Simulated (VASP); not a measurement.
# VH (Fm-3m) in VASP: a series of runs

Runs on VH. Level: LDA. Tasks: single point.

All numbers are computed with VASP 6.6.1; they aren't measurements. Logs are shortened: lines on timing, memory, paths and dates and some standing lists are left out, and cuts for length are marked.

### Step 1. The cell of the first run

The structure is cubic, space group Fm-3m (No. 225). The conventional cell has a = 3.928 Å, b = 3.928 Å, c = 3.928 Å, α = 90.00°, β = 90.00°, γ = 90.00°. V (site symmetry m-3m) has 6 H at 1.96 Å within 2.6 Å. H (site symmetry m-3m) has 6 V at 1.96 Å within 2.6 Å.

### Step 2. Single point, LDA, collinear spin, zero start

The input, INCAR:

```
SYSTEM = VH
ALGO = Normal ; EDIFF = 1E-6
ENCUT = 500 ; GGA = CA
GGA_COMPAT = .False. ; ISIF = 2
ISMEAR = 0 ; ISPIN = 2
LASPH = .True. ; LCHARG = .False.
LMAXMIX = 4 ; LORBIT = 11
LREAL = .False. ; LWAVE = .False.
MAGMOM = 0 0 ; NBANDS = 18
NELM = 200 ; NUPDOWN = 0.0
PREC = Accurate ; SIGMA = 0.1
```

The input, KPOINTS:

```
k-points
0
Gamma
  14 14 14
  0 0 0
```

The input, POSCAR:

```
VH
1.0
    0.0000000000      1.9637535000      1.9637535000
    1.9637535000      0.0000000000      1.9637535000
    1.9637535000      1.9637535000      0.0000000000
V H
1 1
Direct
    0.0000000000      0.0000000000      0.0000000000
    0.5000000000      0.5000000000      0.5000000000
```

Potentials or basis: VASP PAW LDA potentials, release 64 (V_sv, H).

Launch:

```
$ cat potpaw_LDA.64/V_sv/POTCAR potpaw_LDA.64/H/POTCAR > POTCAR
$ mpirun -np 1 vasp_std > vasp.out
```

OUTCAR:

```text
SYSTEM = VH
   EDIFF = 1E-6
   ENCUT = 500
   GGA = CA
   ISIF = 2
   ISMEAR = 0
   ISPIN = 2
   LASPH = .True.
   LORBIT = 11
   LREAL = .False.
   NELM = 200
   NUPDOWN = 0.0
   PREC = Accurate

 ion  position               nearest neighbor table
   1  0.000  0.000  0.000-
   2  0.500  0.500  0.500-

  LATTYP: Found a face centered cubic cell.
 ALAT       =     3.9275070000

  Lattice vectors:

 A1 = (   0.0000000000,   1.9637535000,   1.9637535000)
 A2 = (   1.9637535000,   0.0000000000,   1.9637535000)
 A3 = (   1.9637535000,   1.9637535000,   0.0000000000)

Analysis of symmetry for initial positions (statically):
=====================================================================
 Subroutine PRICEL returns:
 Original cell was already a primitive cell.

 Routine SETGRP: Setting up the symmetry group for a
 face centered cubic supercell.

 Subroutine GETGRP returns: Found 48 space group operations
 (whereof 48 operations were pure point group operations)
 out of a pool of 48 trial point group operations.

The static configuration has the point symmetry O_h .

Analysis of symmetry for dynamics (positions and initial velocities):
=====================================================================
 Subroutine PRICEL returns:
 Original cell was already a primitive cell.

 Routine SETGRP: Setting up the symmetry group for a
 face centered cubic supercell.

 Subroutine GETGRP returns: Found 48 space group operations
 (whereof 48 operations were pure point group operations)
 out of a pool of 48 trial point group operations.

The dynamic configuration has the point symmetry O_h .

Analysis of structural, dynamic, and magnetic symmetry:
=====================================================================
 Subroutine PRICEL returns:
 Original cell was already a primitive cell.

 Routine SETGRP: Setting up the symmetry group for a
 face centered cubic supercell.

 Subroutine GETGRP returns: Found 48 space group operations
 (whereof 48 operations were pure point group operations)
 out of a pool of 48 trial point group operations.

The overall configuration has the point symmetry O_h .

 Subroutine INISYM returns: Found 48 space group operations
 (whereof 48 operations are pure point group operations),
 and found     1 'primitive' translations

----------------------------------------------------------------------------------------

                                     Primitive cell

  volume of cell :      15.1458

[... 110 lines left out ...]
  Fermi-wavevector in a.u.,A,eV,Ry     =   1.594730  3.013603 34.601850  2.543164
  Thomas-Fermi vector in A             =   2.692759
   LORBIT       =     11    0 simple, 1 ext, 2 COOP (PROOUT), +10 PAW based schemes
   GGA     = CA    functional components
   LHFCALC =     F    Hartree Fock is set to
   AEXX    =    0.0000 exact exchange contribution
   IVDW    =     0    specifies the selected vdW correction
   LEPSILON=     F    determine dielectric tensor
   LRPA    =     F    only Hartree local field effects (RPA)
 spin polarized calculation
 Gauss-broadening in eV      SIGMA  =   0.10
  energy-cutoff  :      500.00
  volume of cell :       15.15
 maximum number of plane-waves:       393
   NGX = 11   NGY = 11   NGZ = 11

 number of electron      13.9999998 magnetization       0.0000000

 number of electron      13.9999998 magnetization      -0.0000000

 Free energy of the ion-electron system (eV)
  ---------------------------------------------------
  ext. energy  EPLUGINS =         0.00000000
  ---------------------------------------------------
  free energy    TOTEN  =       -13.91361085 eV

  energy without entropy =      -13.90739219  energy(sigma->0) =      -13.91050152

 E-fermi :   9.6923     XC(G=0): -13.2695

 val. band max:        9.6767538606   @ k =   0.0714   0.0000   0.0000
 cond. band min:       9.6955052660   @ k =   0.4286   0.1429   0.0714
 fundamental gap:      0.0187514054
 Fermi energy:         9.6923107468

 spin component 1

 k-point     1 :       0.0000    0.0000    0.0000
  band No.  band energies     occupation
      1     -53.6726      1.00000
      2     -27.5707      1.00000
      3     -27.5707      1.00000
      4     -27.5707      1.00000
      5      -0.7238      1.00000
      6       9.6175      0.85482
[... 493 lines left out ...]
     17      35.4240      0.00000
     18      38.4734      0.00000

 [... further k-points ...]

 spin component 2

 k-point     1 :       0.0000    0.0000    0.0000
  band No.  band energies     occupation
      1     -53.6726      1.00000
      2     -27.5707      1.00000
      3     -27.5707      1.00000
      4     -27.5707      1.00000
      5      -0.7238      1.00000
      6       9.6175      0.85482
[... 493 lines left out ...]
     17      35.4240      0.00000
     18      38.4734      0.00000

 [... further k-points ...]

------------------------ aborting loop because EDIFF is reached ----------------------------------------

  FORCE on cell =-STRESS in cart. coord.  units (eV):
  Direction    XX          YY          ZZ          XY          YZ          ZX
  --------------------------------------------------------------------------------------
  -------------------------------------------------------------------------------------
  Total       -0.8753065     -0.8753065     -0.8753065     -0.0000000      0.0000000     -0.0000000
  in kB      -92.5933585    -92.5933585    -92.5933585     -0.0000000      0.0000000     -0.0000000
  external PRESSURE =     -92.5933585 kB  Pullay stress =       0.0000000 kB

 VOLUME and BASIS-vectors are now :
 -----------------------------------------------------------------------------
  energy-cutoff  :      500.00
  volume of cell :       15.15
      direct lattice vectors                 reciprocal lattice vectors
     0.000000000  1.963753500  1.963753500    -0.254614441  0.254614441  0.254614441
     1.963753500  0.000000000  1.963753500     0.254614441 -0.254614441  0.254614441
     1.963753500  1.963753500  0.000000000     0.254614441  0.254614441 -0.254614441

 POSITION                                       TOTAL-FORCE (eV/Angst)
 -----------------------------------------------------------------------------------
      0.00000      0.00000      0.00000        -0.000000      0.000000     -0.000000
      1.96375      1.96375      1.96375         0.000000     -0.000000      0.000000
 -----------------------------------------------------------------------------------
    total drift:                               -0.000000     -0.000000     -0.000000

  FREE ENERGIE OF THE ION-ELECTRON SYSTEM (eV)
  ---------------------------------------------------
  free  energy   TOTEN  =       -13.9136108508 eV

  energy  without entropy=      -13.9073921901  energy(sigma->0) =      -13.91050152

 total charge

# of ion       s       p       d       tot
------------------------------------------
    1        2.274   6.238   3.165  11.677
    2        0.530   0.031   0.000   0.561
--------------------------------------------------
tot          2.804   6.270   3.165  12.238

 magnetization (x)

# of ion       s       p       d       tot
------------------------------------------
    1        0.000   0.000  -0.000  -0.000
    2        0.000   0.000   0.000   0.000
--------------------------------------------------
tot          0.000   0.000  -0.000  -0.000
```

It took 25 s on 1 thread of AMD EPYC 9R14 (Zen 4), shared host; peak memory 0.12 GiB.

What came out:

```
Free energy                                           : -13.9136 eV
Pressure                                              : -9.3 GPa
Net moment                                            : 0.00 μB per cell
Valence electrons inside the program's atomic spheres : V 11.68; H 0.56
```

Caveat: the cell stands under tension; the total moment is fixed, so each spin has its own Fermi level.

(Part 1 of 2 ends here.)
